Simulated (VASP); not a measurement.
# GaAs (P6_3/mmc) in VASP: single point with PBE-based screened hybrid

Aim: the single point of GaAs with PBE-based screened hybrid.

Everything below comes from runs of VASP 6.6.1. Logs are shortened: lines on timing, memory, paths and dates and some standing lists are left out, and cuts for length are marked.

**1. The cell of the first run**

Symmetry: P6_3/mmc, No. 194, hexagonal system. Conventional cell: a = 3.732 Å, b = 3.732 Å, c = 6.333 Å, α = 90.00°, β = 90.00°, γ = 120.00°. Within 3.5 Å of Ga (site symmetry -3m) lie 6 As at 2.67 Å and 2 Ga at 3.17 Å. Within 3.5 Å of As (site symmetry -6m2) lie 6 Ga at 2.67 Å.

**2. Single point, PBE-based screened hybrid**

POSCAR reads:

```
GaAs
1.0
    3.7321680210      0.0000000000      0.0000000000
   -1.8660840105      3.2321523174      0.0000000000
    0.0000000000      0.0000000000      6.3327909813
Ga As
2 2
Direct
    0.0000000000      0.0000000000      0.0000000000
    0.0000000000      0.0000000000      0.5000000000
    0.3333333333      0.6666666667      0.2500000000
    0.6666666667      0.3333333333      0.7500000000
```

INCAR.step1 reads:

```
PREC = Accurate ; ENCUT = 520
EDIFF = 1E-5 ; ISMEAR = -1
SIGMA = 0.02 ; LREAL = False
LASPH = True ; NELM = 60
ALGO = Normal ; ISIF = 2
LWAVE = True ; LCHARG = False
NBANDS = 26 ; GGA = PE
```

INCAR.step2 reads:

```
PREC = Accurate ; ENCUT = 520
EDIFF = 1E-6 ; ISMEAR = -1
SIGMA = 0.02 ; LREAL = False
LASPH = True ; NELM = 60
ALGO = Normal ; ISIF = 2
LWAVE = False ; LCHARG = False
GGA = PE ; LHFCALC = True
AEXX = 0.1 ; HFSCREEN = 0.5
PRECFOCK = Normal ; NBANDS = 26
ISTART = 1
```

KPOINTS reads:

```
Automatic mesh
0
Gamma
  6 6 2
```

Potentials or basis: VASP PAW PBE potentials, release 64 (Ga_d, As).

Launch:

```console
$ cat potpaw_PBE.64/Ga_d/POTCAR potpaw_PBE.64/As/POTCAR > POTCAR
$ cp INCAR.step1 INCAR
$ mpirun -np 1 vasp_std > vasp.out
$ cp INCAR.step2 INCAR
$ mpirun -np 1 vasp_std > vasp.out
```

OUTCAR:

```text
PREC = Accurate
   ENCUT = 520
   EDIFF = 1E-6
   ISMEAR = -1
   LREAL = False
   LASPH = True
   NELM = 60
   ISIF = 2
   GGA = PE
   LHFCALC = True
   AEXX = 0.1
   HFSCREEN = 0.5
   PRECFOCK = Normal
   ISTART = 1

 ion  position               nearest neighbor table
   1  0.000  0.000  0.000-   3 2.67   4 2.67   4 2.67   3 2.67   4 2.67   3 2.67
   2  0.000  0.000  0.500-   3 2.67   4 2.67   4 2.67   3 2.67   4 2.67   3 2.67
   3  0.333  0.667  0.250-   1 2.67   2 2.67   1 2.67   2 2.67   1 2.67   2 2.67
   4  0.667  0.333  0.750-   1 2.67   2 2.67   1 2.67   2 2.67   1 2.67   2 2.67

  LATTYP: Found a hexagonal cell.
 ALAT       =     3.7321680210
 C/A-ratio  =     1.6968129371

  Lattice vectors:

 A1 = (   3.7321680210,   0.0000000000,   0.0000000000)
 A2 = (  -1.8660840105,   3.2321523174,   0.0000000000)
 A3 = (   0.0000000000,   0.0000000000,   6.3327909813)

Analysis of symmetry for initial positions (statically):
=====================================================================
 Subroutine PRICEL returns:
 Original cell was already a primitive cell.

 Routine SETGRP: Setting up the symmetry group for a
 hexagonal supercell.

 Subroutine GETGRP returns: Found 24 space group operations
 (whereof 12 operations were pure point group operations)
 out of a pool of 24 trial point group operations.

The static configuration has the point symmetry D_3d.
 The point group associated with its full space group is D_6h.

Analysis of symmetry for dynamics (positions and initial velocities):
=====================================================================
 Subroutine PRICEL returns:
 Original cell was already a primitive cell.

 Routine SETGRP: Setting up the symmetry group for a
 hexagonal supercell.

 Subroutine GETGRP returns: Found 24 space group operations
 (whereof 12 operations were pure point group operations)
 out of a pool of 24 trial point group operations.

The dynamic configuration has the point symmetry D_3d.
 The point group associated with its full space group is D_6h.

 Subroutine INISYM returns: Found 24 space group operations
 (whereof 12 operations are pure point group operations),
 and found     1 'primitive' translations

----------------------------------------------------------------------------------------
[... 90 lines left out ...]
   IBRION =     -1    ionic relax: 0-MD 1-quasi-New 2-CG
   NFREE  =      0    steps in history (QN), initial steepest desc. (CG)
   ISIF   =      2    stress and relaxation
   ISYM   =      3    0-nonsym 1-usesym 2-fastsym
   POTIM  = 0.5000    time-step for ionic-motion
   TEBEG  =    0.0;   TEEND  =   0.0 temperature during run
   PSTRESS=    0.0 pullay stress
   NELECT =      36.0000    total number of electrons
   NUPDOWN=      -1.0000    fix difference up-down
   EMIN   =  10.00;   EMAX   =-10.00  energy-range for DOS
   EFERMI =   0.00;   METHOD = LEGACY
   ISMEAR =    -1;   SIGMA  =   0.02  broadening in eV -4-tet -1-fermi 0-gaus
   EFERMI_NEDOS =   21; number of points for ismear=-14 and -15
   IALGO  =     38    algorithm
   IMIX   =      1    mixing-type and parameters
     AMIX     =   0.40;   BMIX     =  1.00
     AMIX_MAG =   1.60;   BMIX_MAG =  1.00
  volume/ion in A,a.u.               =      19.10       128.88
  Fermi-wavevector in a.u.,A,eV,Ry     =   1.273971  2.407456 22.082291  1.623003
  Thomas-Fermi vector in A             =   2.406765
   LORBIT       =      0    0 simple, 1 ext, 2 COOP (PROOUT), +10 PAW based schemes
   GGA     = PE    functional components
   LHFCALC =     T    Hartree Fock is set to
   PRECFOCK=normal    Normal, Fast or Accurate (Low or Medium for compatibility)
   ENCUT4O =  -1.0   cutoff for four orbital integrals eV
   NKREDX  =     1    reduce k-point grid by
   NKREDY  =     1    reduce k-point grid by
   NKREDZ  =     1    reduce k-point grid by
   AEXX    =    0.1000 exact exchange contribution
   HFSCREEN=    0.5000 screening length (either q_TF or 0.3 A-1)
   HFSCREENC=   0.5000 screening length for correlation (either q_TF or 0.3 A-1)
   ENCUTFOCK=  -1.0 apply spherical cutoff to Coloumb kernel
   IVDW    =     0    specifies the selected vdW correction
   LEPSILON=     F    determine dielectric tensor
   LRPA    =     F    only Hartree local field effects (RPA)
 non-spin polarized calculation
  energy-cutoff  :      520.00
  volume of cell :       76.39
 maximum number of plane-waves:      2070
 NGX is ok and might be reduce to    28
  NGX = 24; NGY = 24; NGZ = 36

 number of electron      35.9999961 magnetization

 Free energy of the ion-electron system (eV)
  ---------------------------------------------------
  ext. energy  EPLUGINS =         0.00000000
  ---------------------------------------------------
  free energy    TOTEN  =       -15.70944899 eV

  energy without entropy =      -15.70941011  energy(sigma->0) =      -15.70942955

 E-fermi :   5.5106     XC(G=0): -10.1276

 val. band max:        5.3876285852   @ k =   0.0000   0.0000   0.0000
 cond. band min:       5.6589909851   @ k =   0.1667   0.1667   0.0000
 fundamental gap:      0.2713623999
 Fermi energy:         5.5105597509

 k-point     1 :       0.0000    0.0000    0.0000
  band No.  band energies     occupation
      1     -10.3488      2.00000
      2     -10.3230      2.00000
      3     -10.3230      2.00000
      4     -10.2663      2.00000
      5     -10.2663      2.00000
      6     -10.2538      2.00000
[... 395 lines left out ...]
     25      14.6556      0.00000
     26      14.6556      0.00000

------------------------ aborting loop because EDIFF is reached ----------------------------------------

  FORCE on cell =-STRESS in cart. coord.  units (eV):
  Direction    XX          YY          ZZ          XY          YZ          ZX
  --------------------------------------------------------------------------------------
  -------------------------------------------------------------------------------------
  Total        0.5452516      0.5452516      1.9830363      0.0000000      0.0000000      0.0000000
  in kB       11.4356108     11.4356108     41.5903981      0.0000000      0.0000000      0.0000000
  external PRESSURE =      21.4872066 kB  Pullay stress =       0.0000000 kB

 VOLUME and BASIS-vectors are now :
 -----------------------------------------------------------------------------
  energy-cutoff  :      520.00
  volume of cell :       76.39
      direct lattice vectors                 reciprocal lattice vectors
     3.732168021  0.000000000  0.000000000     0.267940777  0.154695680  0.000000000
    -1.866084011  3.232152317  0.000000000     0.000000000  0.309391360  0.000000000
     0.000000000  0.000000000  6.332790981     0.000000000  0.000000000  0.157908259

 POSITION                                       TOTAL-FORCE (eV/Angst)
 -----------------------------------------------------------------------------------
      0.00000      0.00000      0.00000         0.000000     -0.000000      0.000000
      0.00000      0.00000      3.16640         0.000000     -0.000000      0.000000
     -0.00000      2.15477      1.58320         0.000000     -0.000000      0.000000
      1.86608      1.07738      4.74959        -0.000000      0.000000     -0.000000
 -----------------------------------------------------------------------------------
    total drift:                                0.000000      0.000011     -0.000007

  FREE ENERGIE OF THE ION-ELECTRON SYSTEM (eV)
  ---------------------------------------------------
  free  energy   TOTEN  =       -15.7094489876 eV

  energy  without entropy=      -15.7094101127  energy(sigma->0) =      -15.70942955
```

OUTCAR.step1:

```text
PREC = Accurate
   ENCUT = 520
   EDIFF = 1E-5
   ISMEAR = -1
   LREAL = False
   LASPH = True
[... 624 lines left out ...]
      0.00000      0.00000      3.16640        -0.000000      0.000000      0.000000
     -0.00000      2.15477      1.58320        -0.000000      0.000000      0.000000
      1.86608      1.07738      4.74959         0.000000     -0.000000     -0.000000
 -----------------------------------------------------------------------------------
    total drift:                               -0.000000      0.000000      0.000000

  FREE ENERGIE OF THE ION-ELECTRON SYSTEM (eV)
  ---------------------------------------------------
  free  energy   TOTEN  =       -15.1677594431 eV

  energy  without entropy=      -15.1676136239  energy(sigma->0) =      -15.16768653
```

OSZICAR.step1:

```text
N       E                     dE             d eps       ncg     rms          rms(c)
DAV:   1     0.236377596145E+03    0.23638E+03   -0.17465E+04   728   0.213E+03
DAV:   2     0.121297561412E+02   -0.22425E+03   -0.21597E+03   768   0.432E+02
DAV:   3    -0.144510482299E+02   -0.26581E+02   -0.26041E+02   904   0.119E+02
DAV:   4    -0.153191656658E+02   -0.86812E+00   -0.86365E+00   848   0.212E+01
DAV:   5    -0.153354402477E+02   -0.16275E-01   -0.16256E-01   910   0.294E+00    0.330E+00
DAV:   6    -0.151815257428E+02    0.15391E+00   -0.33443E-01   996   0.855E+00    0.189E+00
DAV:   7    -0.151686324960E+02    0.12893E-01   -0.93570E-02  1012   0.202E+00    0.586E-01
DAV:   8    -0.151677463105E+02    0.88619E-03   -0.13226E-02   892   0.143E+00    0.100E-01
DAV:   9    -0.151677464260E+02   -0.11547E-06   -0.15440E-03   962   0.555E-01    0.574E-02
DAV:  10    -0.151677488946E+02   -0.24686E-05   -0.10205E-04   860   0.753E-02    0.334E-02
DAV:  11    -0.151677599036E+02   -0.11009E-04   -0.42533E-05   696   0.597E-02    0.405E-03
DAV:  12    -0.151677594431E+02    0.46056E-06   -0.43737E-06   430   0.196E-02
   1 F= -.15167759E+02 E0= -.15167687E+02  d E =-.145819E-03
```

Wall time 43 min (1 thread of Intel Xeon Platinum 8488C (Sapphire Rapids), shared host); peak memory 0.33 GiB.

What came out:

```
Free energy            : -15.7094 eV
Pressure               : 2.1 GPa
Band gap on the k mesh : zero (band 18 reaches 6.18 eV, above the bottom of band 19 at 2.43 eV)
```

Levels at points of the mesh, in eV from the Fermi level:
```tsv
k point	band 15	band 16	band 17	band 18	band 19	band 20	band 21	band 22
(0.00, 0.00, 0.00)	-0.24	-0.12	-0.12	0.38	0.38	2.73	5.19	5.19
(0.50, 0.00, 0.00)	-4.69	-4.26	-2.55	0.18	1.30	1.58	2.69	3.10
(0.00, 0.00, 0.50)	0.19	0.19	0.19	0.19	2.28	2.28	4.66	4.66
(0.50, 0.00, 0.50)	-1.98	-1.98	-1.60	-1.60	-0.42	-0.42	3.57	3.57
```

Caveat: the k points lie up to 0.50 Å⁻¹ apart; the PAW data sets were made with another functional, which shifts forces and pressure a little.
